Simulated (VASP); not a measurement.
# BaTiO3 (P4mm) in VASP: notebook, part 2 of 2

VASP 6.6.1.

### Step 5. Single point, PBEsol+U

File INCAR:

```
PREC = Accurate ; ENCUT = 520
EDIFF = 1E-6 ; ISMEAR = 0
SIGMA = 0.01 ; LREAL = F
LASPH = T ; NELM = 150
ALGO = Normal ; ISIF = 2
LWAVE = F ; LCHARG = T
LMAXMIX = 4 ; LDAU = T
LDAUTYPE = 2 ; LDAUL = -1 2 -1
LDAUU = 0 6 0 ; LDAUJ = 0 0 0
LDAUPRINT = 1 ; GGA = PS
LELF = T ; LVHAR = T
NBANDS = 28
```

File KPOINTS:

```
Automatic mesh
0
Gamma
  6 6 6
```

File POSCAR:

```
BaTiO3
1.0
    3.9998000000      0.0000000000      0.0000000000
    0.0000000000      3.9998000000      0.0000000000
    0.0000000000      0.0000000000      4.0180000000
Ba Ti O
1 1 3
Direct
    0.0000000000      0.0000000000      0.0000000000
    0.5000000000      0.5000000000      0.4900000000
    0.5000000000      0.5000000000      0.0190000000
    0.5000000000      0.0000000000      0.5170000000
    0.0000000000      0.5000000000      0.5170000000
```

Potentials or basis: VASP PAW PBE potentials, release 64 (Ba_sv, Ti_sv, O).

Started as:

```sh
> cat potpaw_PBE.64/Ba_sv/POTCAR potpaw_PBE.64/Ti_sv/POTCAR potpaw_PBE.64/O/POTCAR > POTCAR
> mpirun -np 1 vasp_std > vasp.out
```

OUTCAR:

```text
PREC = Accurate
   ENCUT = 520
   EDIFF = 1E-6
   ISMEAR = 0
   LREAL = F
   LASPH = T
   NELM = 150
   ISIF = 2
   GGA = PS

 ion  position               nearest neighbor table
   1  0.000  0.000  0.000-   4 2.79   5 2.79   5 2.79   4 2.79   3 2.83   3 2.83   3 2.83   3 2.83
                             4 2.88   5 2.88   5 2.88   4 2.88   2 3.45   2 3.45   2 3.45   2 3.45
   2  0.500  0.500  0.490-   3 1.89   4 2.00   5 2.00   4 2.00   5 2.00   3 2.13   1 3.45   1 3.45
                             1 3.45   1 3.45   1 3.49   1 3.49   1 3.49   1 3.49
   3  0.500  0.500  0.019-   2 1.89   2 2.13   1 2.83   1 2.83   1 2.83   1 2.83
[... 989 lines left out ...]
  -------------------------------------------------------------------------------------
  Total        1.0236015      1.0236015      1.6089465      0.0000000      0.0000000      0.0000000
  in kB       25.5126162     25.5126162     40.1019696      0.0000000      0.0000000      0.0000000
  external PRESSURE =      30.3757340 kB  Pullay stress =       0.0000000 kB

 VOLUME and BASIS-vectors are now :
 -----------------------------------------------------------------------------
  energy-cutoff  :      520.00
  volume of cell :       64.28
      direct lattice vectors                 reciprocal lattice vectors
     3.999800000  0.000000000  0.000000000     0.250012501  0.000000000  0.000000000
     0.000000000  3.999800000  0.000000000     0.000000000  0.250012501  0.000000000
     0.000000000  0.000000000  4.018000000     0.000000000  0.000000000  0.248880040

 POSITION                                       TOTAL-FORCE (eV/Angst)
 -----------------------------------------------------------------------------------
      0.00000      0.00000      0.00000         0.000000     -0.000000      0.044481
      1.99990      1.99990      1.96882        -0.000000      0.000000      0.739293
      1.99990      1.99990      0.07634        -0.000000     -0.000000     -0.507170
      1.99990      0.00000      2.07731        -0.000000     -0.000000     -0.138302
      0.00000      1.99990      2.07731         0.000000     -0.000000     -0.138302
 -----------------------------------------------------------------------------------
    total drift:                                0.000000      0.000000      0.000270

  FREE ENERGIE OF THE ION-ELECTRON SYSTEM (eV)
  ---------------------------------------------------
  free  energy   TOTEN  =       -37.9878995451 eV

  energy  without entropy=      -37.9878995451  energy(sigma->0) =      -37.98789955
```

OSZICAR:

```text
N       E                     dE             d eps       ncg     rms          rms(c)
DAV:   1     0.442583936415E+03    0.44258E+03   -0.20912E+04  2240   0.155E+03
DAV:   2    -0.380717535503E+01   -0.44639E+03   -0.42645E+03  2580   0.432E+02
DAV:   3    -0.474904548926E+02   -0.43683E+02   -0.43326E+02  3180   0.134E+02
DAV:   4    -0.496381165072E+02   -0.21477E+01   -0.21429E+01  3416   0.250E+01
DAV:   5    -0.497007898268E+02   -0.62673E-01   -0.62651E-01  3044   0.341E+00    0.229E+01
DAV:   6    -0.378978311899E+02    0.11803E+02   -0.51815E+01  3260   0.669E+01    0.897E+00
DAV:   7    -0.380326909579E+02   -0.13486E+00   -0.57378E+00  2900   0.126E+01    0.523E+00
DAV:   8    -0.380152145084E+02    0.17476E-01   -0.15027E+00  2820   0.858E+00    0.168E+00
DAV:   9    -0.379828846681E+02    0.32330E-01   -0.16022E-01  2820   0.340E+00    0.110E+00
DAV:  10    -0.379897192135E+02   -0.68345E-02   -0.71137E-02  2760   0.198E+00    0.390E-01
DAV:  11    -0.379878301673E+02    0.18890E-02   -0.84532E-03  2776   0.650E-01    0.110E-01
DAV:  12    -0.379879452955E+02   -0.11513E-03   -0.87405E-04  3008   0.291E-01    0.672E-02
DAV:  13    -0.379879092778E+02    0.36018E-04   -0.37487E-04  2824   0.180E-01    0.236E-02
DAV:  14    -0.379879021330E+02    0.71447E-05   -0.78155E-05  2876   0.959E-02    0.177E-02
DAV:  15    -0.379879009540E+02    0.11791E-05   -0.48485E-06  2888   0.150E-02    0.975E-03
DAV:  16    -0.379878995829E+02    0.13711E-05   -0.21654E-06  1964   0.154E-02    0.235E-03
DAV:  17    -0.379878995451E+02    0.37821E-07   -0.64168E-07  1656   0.582E-03
   1 F= -.37987900E+02 E0= -.37987900E+02  d E =-.197826E-15
```

stdout:

```text
POSCAR found type information on POSCAR BaTiO
 POSCAR found :  3 types and       5 ions
 scaLAPACK will be used
 -----------------------------------------------------------------------------
|                                                                             |
|                                                                             |
|     You enforced a specific xc type in the INCAR file but a different       |
|     I HOPE YOU KNOW WHAT YOU ARE DOING!                                     |
|                                                                             |
 -----------------------------------------------------------------------------

 LDA part: xc-table for (Slater+PW92), standard interpolation
 POSCAR, INCAR and KPOINTS ok, starting setup
 FFT: planning ... GRIDC
 FFT: planning ... GRID_SOFT
 FFT: planning ... GRID
 WAVECAR not read
 entering main loop
```

Run time: 34 s. Hardware: 1 thread of AMD EPYC 9R45 (Zen 5), shared host; peak memory 0.19 GiB.

Results:

| Item | Value |
| --- | --- |
| Free energy | -37.9879 eV |
| Pressure | 3.0 GPa |
| Largest force | 0.739 eV/Å |
| Band gap on the k mesh | 2.47 eV (least direct gap 2.78 eV) |

Forces in eV/Å, atoms in the order of the input:
```
Ba   0.000  0.000  0.044
Ti   0.000  0.000  0.739
O    0.000  0.000 -0.507
O    0.000  0.000 -0.138
O    0.000  0.000 -0.138
```

Eigenvalues of the final occupation matrices:
| site | spin | trace | eigenvalues |
| --- | --- | --- | --- |
| site 2 d | 1 | 0.76 | 0.09 0.10 0.10 0.23 0.24 |
| site 2 d | 2 | 0.76 | 0.09 0.10 0.10 0.23 0.24 |

Caveat: the cell stands under pressure; the PAW data sets were made with another functional, which shifts forces and pressure a little; spin-orbit coupling is left out, which moves the levels of the heavy elements. A k mesh can miss the band edges.

### Step 6. Overview

| level | U | gap on the mesh (eV) | pressure (GPa) | largest force (eV/Å) |
| --- | --- | --- | --- | --- |
| PBEsol | - | 1.72 | -2.0 | 0.32 |
| PBEsol+U | Ti d U = 2.0 eV | 1.95 | -0.4 | 0.15 |
| PBEsol+U | Ti d U = 4.0 eV | 2.20 | 1.3 | 0.44 |
| PBEsol+U | Ti d U = 6.0 eV | 2.47 | 3.0 | 0.74 |

Alike in all rows: task single point; potentials or basis VASP PAW PBE potentials, release 64 (Ba_sv, Ti_sv, O); no spin polarisation; cell as given; k mesh 6 × 6 × 6; cutoff (eV) 520; smearing gaussian 0.01 eV.

On the cell as given the gap runs from 1.72 eV (PBEsol) to 2.47 eV (PBEsol+U). The pressure there spans -2.0 GPa (PBEsol) to 3.0 GPa (PBEsol+U); a positive pressure means that this level wants a larger cell, a negative one a smaller.

Caveats: the PAW data sets were made with another functional, which shifts forces and pressure a little; spin-orbit coupling is left out, which moves the levels of the heavy elements; the cell stands under pressure (at least some runs).

Absolute energies hang on the potentials; compare differences alone.
